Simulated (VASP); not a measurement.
# NaMgI3 in VASP: further runs, part 2 of 3

VASP 6.6.1. Earlier steps stand in the parts before.

### 3 Single point, r2SCAN

This run uses another cell than the first one, of 38.79 Å³/atom.

POSCAR reads:

```
NaMgI3
1.0
    5.7883286242      0.0000000000      0.0000000000
    0.0000000000      5.7883286242      0.0000000000
    0.0000000000      0.0000000000      5.7883286242
Na Mg I
1 1 3
Direct
    0.0000000000      0.0000000000      0.0000000000
    0.5000000000      0.5000000000      0.5000000000
    0.5000000000      0.5000000000      0.0000000000
    0.5000000000      0.0000000000      0.5000000000
    0.0000000000      0.5000000000      0.5000000000
```

INCAR.step1 reads:

```
PREC = Accurate
ENCUT = 520
ISMEAR = 0
SIGMA = 0.01
LREAL = False
LASPH = True
NELM = 100
NBANDS = 23
GGA = PE
ALGO = Normal
EDIFF = 1E-4
LWAVE = True
LCHARG = False
```

INCAR.step2 reads:

```
PREC = Accurate
ENCUT = 520
EDIFF = 1E-7
ISMEAR = 0
SIGMA = 0.01
LREAL = False
LASPH = True
NELM = 100
ALGO = Normal
ISIF = 2
LWAVE = False
LCHARG = False
METAGGA = R2SCAN
LMIXTAU = True
NBANDS = 23
ISTART = 1
```

KPOINTS reads:

```
Automatic mesh
0
Gamma
  4 4 4
```

Potentials or basis: VASP PAW PBE potentials, release 64 (Na_pv, Mg, I).

On the command line:

```console
$ cat potpaw_PBE.64/Na_pv/POTCAR potpaw_PBE.64/Mg/POTCAR potpaw_PBE.64/I/POTCAR > POTCAR
$ cp INCAR.step1 INCAR
$ mpirun -np 1 vasp_std > vasp.out
$ cp INCAR.step2 INCAR
$ mpirun -np 1 vasp_std > vasp.out
```

OUTCAR:

```text
PREC = Accurate
   ENCUT = 520
   EDIFF = 1E-7
   ISMEAR = 0
   LREAL = False
   LASPH = True
   NELM = 100
   ISIF = 2
   METAGGA = R2SCAN
   ISTART = 1

 ion  position               nearest neighbor table
   1  0.000  0.000  0.000-
   2  0.500  0.500  0.500-   3 2.89   4 2.89   5 2.89   3 2.89   4 2.89   5 2.89
   3  0.500  0.500  0.000-   2 2.89   2 2.89
   4  0.500  0.000  0.500-   2 2.89   2 2.89
   5  0.000  0.500  0.500-   2 2.89   2 2.89

  LATTYP: Found a simple cubic cell.
 ALAT       =     5.7883286242

  Lattice vectors:

 A1 = (   5.7883286242,   0.0000000000,   0.0000000000)
 A2 = (   0.0000000000,   5.7883286242,   0.0000000000)
 A3 = (   0.0000000000,   0.0000000000,   5.7883286242)

Analysis of symmetry for initial positions (statically):
=====================================================================
 Subroutine PRICEL returns:
 Original cell was already a primitive cell.

 Routine SETGRP: Setting up the symmetry group for a
 simple cubic supercell.

 Subroutine GETGRP returns: Found 48 space group operations
 (whereof 48 operations were pure point group operations)
 out of a pool of 48 trial point group operations.

The static configuration has the point symmetry O_h .

Analysis of symmetry for dynamics (positions and initial velocities):
=====================================================================
 Subroutine PRICEL returns:
 Original cell was already a primitive cell.

 Routine SETGRP: Setting up the symmetry group for a
 simple cubic supercell.

 Subroutine GETGRP returns: Found 48 space group operations
 (whereof 48 operations were pure point group operations)
 out of a pool of 48 trial point group operations.

The dynamic configuration has the point symmetry O_h .

 Subroutine INISYM returns: Found 48 space group operations
 (whereof 48 operations are pure point group operations),
 and found     1 'primitive' translations

----------------------------------------------------------------------------------------

                                     Primitive cell

  volume of cell :     193.9365

  direct lattice vectors                    reciprocal lattice vectors
     5.788328624  0.000000000  0.000000000     0.172761442  0.000000000  0.000000000
     0.000000000  5.788328624  0.000000000     0.000000000  0.172761442  0.000000000
     0.000000000  0.000000000  5.788328624     0.000000000  0.000000000  0.172761442

  length of vectors
     5.788328624  5.788328624  5.788328624     0.172761442  0.172761442  0.172761442

  position of ions in fractional coordinates (direct lattice)
     0.000000000  0.000000000  0.000000000
     0.500000000  0.500000000  0.500000000
     0.500000000  0.500000000  0.000000000
     0.500000000  0.000000000  0.500000000
     0.000000000  0.500000000  0.500000000

  ion indices of the primitive-cell ions
   primitive index   ion index
                 1           1
                 2           2
                 3           3
                 4           4
                 5           5

[... 21 lines left out ...]
 Subroutine IBZKPT returns following result:
 ===========================================

 Found     10 irreducible k-points:

 Following reciprocal coordinates:
            Coordinates               Weight
  0.000000  0.000000  0.000000      1.000000
  0.250000  0.000000  0.000000      6.000000
  0.500000  0.000000  0.000000      3.000000
  0.250000  0.250000  0.000000     12.000000
  0.500000  0.250000  0.000000     12.000000
  0.500000  0.500000  0.000000      3.000000
  0.250000  0.250000  0.250000      8.000000
  0.500000  0.250000  0.250000     12.000000
  0.500000  0.500000  0.250000      6.000000
  0.500000  0.500000  0.500000      1.000000
   k-points           NKPTS =     10   k-points in BZ     NKDIM =     10   number of bands    NBANDS=     23
   number of dos      NEDOS =    301   number of ions     NIONS =      5
   total plane-waves  NPLWV = 110592
   dimension x,y,z NGX =    48 NGY =   48 NGZ =   48
   dimension x,y,z NGXF=    96 NGYF=   96 NGZF=   96
   ions per type =               1   1   3
   NGX,Y,Z   is equivalent  to a cutoff of  13.79, 13.79, 13.79 a.u.
   NGXF,Y,Z  is equivalent  to a cutoff of  27.57, 27.57, 27.57 a.u.
 SYSTEM =  unknown system
   PREC   = accura    normal or accurate (medium, high low for compatibility)
   ISTART =      1    job   : 0-new  1-cont  2-samecut
   ICHARG =      0    charge: 1-file 2-atom 10-const
   ISPIN  =      1    spin polarized calculation?
   LNONCOLLINEAR =      F non collinear calculations
   LSORBIT =      F    spin-orbit coupling
   LASPH  =      T    aspherical Exc in radial PAW
   ENCUT  =  520.0 eV  38.22 Ry    6.18 a.u.  10.76 10.76 10.76*2*pi/ulx,y,z
   NELM   =    100;   NELMIN=  2; NELMDL=  0     # of ELM steps
   EDIFF  = 0.1E-06   stopping-criterion for ELM
   LREAL  =      F    real-space projection
   EDIFFG = 0.1E-05   stopping-criterion for IOM
   NSW    =      0    number of steps for IOM
   IBRION =     -1    ionic relax: 0-MD 1-quasi-New 2-CG
   NFREE  =      0    steps in history (QN), initial steepest desc. (CG)
   ISIF   =      2    stress and relaxation
   ISYM   =      2    0-nonsym 1-usesym 2-fastsym
   POTIM  = 0.5000    time-step for ionic-motion
   TEBEG  =    0.0;   TEEND  =   0.0 temperature during run
   PSTRESS=    0.0 pullay stress
   NELECT =      30.0000    total number of electrons
   NUPDOWN=      -1.0000    fix difference up-down
   EMIN   =  10.00;   EMAX   =-10.00  energy-range for DOS
   EFERMI =   0.00;   METHOD = LEGACY
   ISMEAR =     0;   SIGMA  =   0.01  broadening in eV -4-tet -1-fermi 0-gaus
   EFERMI_NEDOS =   21; number of points for ismear=-14 and -15
   IALGO  =     38    algorithm
   IMIX   =      4    mixing-type and parameters
     AMIX     =   0.40;   BMIX     =  1.00
     AMIX_MAG =   1.60;   BMIX_MAG =  1.00
  volume/ion in A,a.u.               =      38.79       261.75
  Fermi-wavevector in a.u.,A,eV,Ry     =   0.878811  1.660712 10.507895  0.772308
  Thomas-Fermi vector in A             =   1.998948
   LORBIT       =      0    0 simple, 1 ext, 2 COOP (PROOUT), +10 PAW based schemes
   METAGGA = R2SCAN    functional components
   LHFCALC =     F    Hartree Fock is set to
   AEXX    =    0.0000 exact exchange contribution
   IVDW    =     0    specifies the selected vdW correction
   LEPSILON=     F    determine dielectric tensor
   LRPA    =     F    only Hartree local field effects (RPA)
 non-spin polarized calculation
 Gauss-broadening in eV      SIGMA  =   0.01
  energy-cutoff  :      520.00
  volume of cell :      193.94
 maximum number of plane-waves:      5248
 NGX is ok and might be reduce to    48
   NGX = 21   NGY = 21   NGZ = 21

 number of electron      30.0000010 magnetization

 Free energy of the ion-electron system (eV)
  ---------------------------------------------------
  ext. energy  EPLUGINS =         0.00000000
  ---------------------------------------------------
  free energy    TOTEN  =       -86.91777988 eV

  energy without entropy =      -86.91777988  energy(sigma->0) =      -86.91777988

 E-fermi :   1.2734     XC(G=0):  -7.7392

 val. band max:        1.2097367899   @ k =   0.5000   0.5000   0.5000
 cond. band min:       2.9959774655   @ k =   0.0000   0.0000   0.0000
 fundamental gap:      1.7862406756
 Fermi energy:         1.2734451386

 k-point     1 :       0.0000    0.0000    0.0000
  band No.  band energies     occupation
      1     -24.0699      2.00000
      2     -24.0699      2.00000
      3     -24.0699      2.00000
      4     -11.1938      2.00000
      5     -10.2870      2.00000
      6     -10.2870      2.00000
[... 249 lines left out ...]
     22       9.2660      0.00000
     23       9.5120      0.00000

------------------------ aborting loop because EDIFF is reached ----------------------------------------

  FORCE on cell =-STRESS in cart. coord.  units (eV):
  Direction    XX          YY          ZZ          XY          YZ          ZX
  --------------------------------------------------------------------------------------
  -------------------------------------------------------------------------------------
  Total       -0.0950977     -0.0950977     -0.0950977      0.0000000     -0.0000000     -0.0000000
  in kB       -0.7856355     -0.7856355     -0.7856355      0.0000000     -0.0000000     -0.0000000
  external PRESSURE =      -0.7856355 kB  Pullay stress =       0.0000000 kB

 VOLUME and BASIS-vectors are now :
 -----------------------------------------------------------------------------
  energy-cutoff  :      520.00
  volume of cell :      193.94
      direct lattice vectors                 reciprocal lattice vectors
     5.788328624  0.000000000  0.000000000     0.172761442  0.000000000  0.000000000
     0.000000000  5.788328624  0.000000000     0.000000000  0.172761442  0.000000000
     0.000000000  0.000000000  5.788328624     0.000000000  0.000000000  0.172761442

 POSITION                                       TOTAL-FORCE (eV/Angst)
 -----------------------------------------------------------------------------------
      0.00000      0.00000      0.00000         0.000000      0.000000      0.000000
      2.89416      2.89416      2.89416         0.000000      0.000000      0.000000
      2.89416      2.89416      0.00000         0.000000      0.000000      0.000000
      2.89416      0.00000      2.89416         0.000000      0.000000      0.000000
      0.00000      2.89416      2.89416         0.000000      0.000000      0.000000
 -----------------------------------------------------------------------------------
    total drift:                               -0.000000      0.000000     -0.000000

  FREE ENERGIE OF THE ION-ELECTRON SYSTEM (eV)
  ---------------------------------------------------
  free  energy   TOTEN  =       -86.9177798803 eV

  energy  without entropy=      -86.9177798803  energy(sigma->0) =      -86.91777988
```

Run time: 2.2 min. Hardware: 1 thread of Intel Xeon 6975P-C (Granite Rapids), shared host; peak memory 0.38 GiB.

Results:

- Free energy: -86.9178 eV
- Pressure: -0.1 GPa
- Band gap on the k mesh: 1.79 eV (least direct gap 2.36 eV)

Caveat: the PAW data sets were made with another functional, which shifts forces and pressure a little; spin-orbit coupling is left out, which moves the levels of the heavy elements. A k mesh can miss the band edges.

### 4 Single point, r2SCAN (strain +1.0%)

Changes to POSCAR since step 3:

```diff
@@ -2,5 +2,5 @@
 1.0
-    5.7883286242      0.0000000000      0.0000000000
-    0.0000000000      5.7883286242      0.0000000000
-    0.0000000000      0.0000000000      5.7883286242
+    5.8462119105      0.0000000000      0.0000000000
+    0.0000000000      5.8462119105      0.0000000000
+    0.0000000000      0.0000000000      5.8462119105
 Na Mg I
```

INCAR.step1 reads:

```
SYSTEM = NaMgI3
ALGO = Normal ; EDIFF = 1E-4
ENCUT = 520 ; GGA = PE
ISMEAR = 0 ; LASPH = .TRUE.
LCHARG = .FALSE. ; LREAL = .FALSE.
LWAVE = .TRUE. ; NBANDS = 23
NELM = 60 ; PREC = Accurate
SIGMA = 0.01
```

INCAR.step2 reads:

```
SYSTEM = NaMgI3
ALGO = Normal ; EDIFF = 1E-7
ENCUT = 520 ; ISIF = 2
ISMEAR = 0 ; ISTART = 1
LASPH = .TRUE. ; LCHARG = .FALSE.
LMIXTAU = .TRUE. ; LREAL = .FALSE.
LWAVE = .FALSE. ; METAGGA = R2SCAN
NBANDS = 23 ; NELM = 60
PREC = Accurate ; SIGMA = 0.01
```

KPOINTS reads:

```
k-points
0
G
  4 4 4
  0 0 0
```

On the command line:

```console
$ cat potpaw_PBE.64/Na_pv/POTCAR potpaw_PBE.64/Mg/POTCAR potpaw_PBE.64/I/POTCAR > POTCAR
$ cp INCAR.step1 INCAR
$ mpirun -np 1 vasp_std > vasp.out
$ cp INCAR.step2 INCAR
$ mpirun -np 1 vasp_std > vasp.out
```

Run time: 2.4 min. Hardware: 1 thread of Intel Xeon 6975P-C (Granite Rapids), shared host; peak memory 0.38 GiB.

It converged, with:

* Free energy: -86.9046 eV
* Pressure: -0.7 GPa
* Band gap on the k mesh: 1.76 eV (least direct gap 2.31 eV)

Levels at points of the mesh, in eV from the valence-band top:
| k point | band 13 | band 14 | band 15 | band 16 | band 17 | band 18 |
| --- | --- | --- | --- | --- | --- | --- |
| (0.00, 0.00, 0.00) | -0.55 | -0.55 | -0.55 | 1.76 | 3.12 | 5.97 |
| (0.50, 0.00, 0.00) | -1.05 | -0.65 | -0.65 | 3.88 | 4.45 | 5.15 |
| (0.50, 0.50, 0.00) | -1.27 | -1.07 | -0.01 | 4.62 | 5.68 | 5.69 |
| (0.50, 0.50, 0.50) | 0.00 | 0.00 | 0.00 | 3.28 | 5.05 | 5.05 |

Caveat: the cell differs from its parent crystal (strain +1.0%); the PAW data sets were made with another functional, which shifts forces and pressure a little; spin-orbit coupling is left out, which moves the levels of the heavy elements. A k mesh can miss the band edges.

### 5 Single point, PBE (uniaxial x strain -2.0%)

INCAR reads:

```
SYSTEM = NaMgI3
PREC = Accurate
ENCUT = 520
EDIFF = 1E-6
ISMEAR = -1
SIGMA = 0.02
LREAL = .FALSE.
LASPH = .TRUE.
NELM = 60
ALGO = Normal
ISIF = 2
LWAVE = .FALSE.
LCHARG = .FALSE.
GGA = PE
NBANDS = 23
```

KPOINTS reads:

```
regular mesh
0
G
  4 4 4
  0 0 0
```

Changes to POSCAR since step 4:

```diff
@@ -2,5 +2,5 @@
 1.0
-    5.8462119105      0.0000000000      0.0000000000
-    0.0000000000      5.8462119105      0.0000000000
-    0.0000000000      0.0000000000      5.8462119105
+    5.6725620517      0.0000000000      0.0000000000
+    0.0000000000      5.7883286242      0.0000000000
+    0.0000000000      0.0000000000      5.7883286242
 Na Mg I
```

On the command line:

```console
$ cat potpaw_PBE.64/Na_pv/POTCAR potpaw_PBE.64/Mg/POTCAR potpaw_PBE.64/I/POTCAR > POTCAR
$ mpirun -np 1 vasp_std > vasp.out
```

It took 49 s on 1 thread of Intel Xeon 6975P-C (Granite Rapids), shared host; peak memory 0.32 GiB.

It converged, with:

| Property | Result |
| --- | --- |
| Free energy | -12.0715 eV |
| Pressure | 0.7 GPa |
| Band gap on the k mesh | 1.19 eV (least direct gap 1.76 eV) |

Stress tensor (GPa, compression positive):
```
1.03 0.00 0.00
0.00 0.52 0.00
0.00 0.00 0.52
```

Levels at points of the mesh, in eV from the valence-band top:
| k point | band 11 | band 12 | band 13 | band 14 | band 15 | band 16 | band 17 | band 18 | band 19 | band 20 |
| --- | --- | --- | --- | --- | --- | --- | --- | --- | --- | --- |
| (0.00, 0.00, 0.00) | -0.92 | -0.90 | -0.60 | -0.57 | -0.57 | 1.19 | 2.41 | 5.25 | 5.31 | 5.31 |
| (0.50, 0.00, 0.00) | -1.46 | -1.46 | -1.17 | -0.71 | -0.71 | 3.53 | 3.84 | 4.54 | 5.68 | 6.16 |
| (0.00, 0.50, 0.00) | -1.43 | -1.40 | -1.15 | -0.70 | -0.66 | 3.36 | 3.73 | 4.59 | 5.68 | 6.18 |
| (0.50, 0.50, 0.00) | -1.51 | -1.42 | -1.38 | -1.07 | -0.01 | 3.86 | 5.03 | 5.15 | 5.22 | 5.26 |
| (0.00, 0.50, 0.50) | -1.53 | -1.36 | -1.36 | -1.08 | -0.08 | 3.93 | 5.08 | 5.08 | 5.12 | 5.25 |
| (0.50, 0.50, 0.50) | -1.06 | -1.05 | -0.06 | 0.00 | 0.00 | 2.54 | 4.36 | 4.36 | 4.57 | 7.41 |

Caveat: the cell differs from its parent crystal (uniaxial x strain -2.0%); spin-orbit coupling is left out, which moves the levels of the heavy elements.

[end of part 2 of 3]
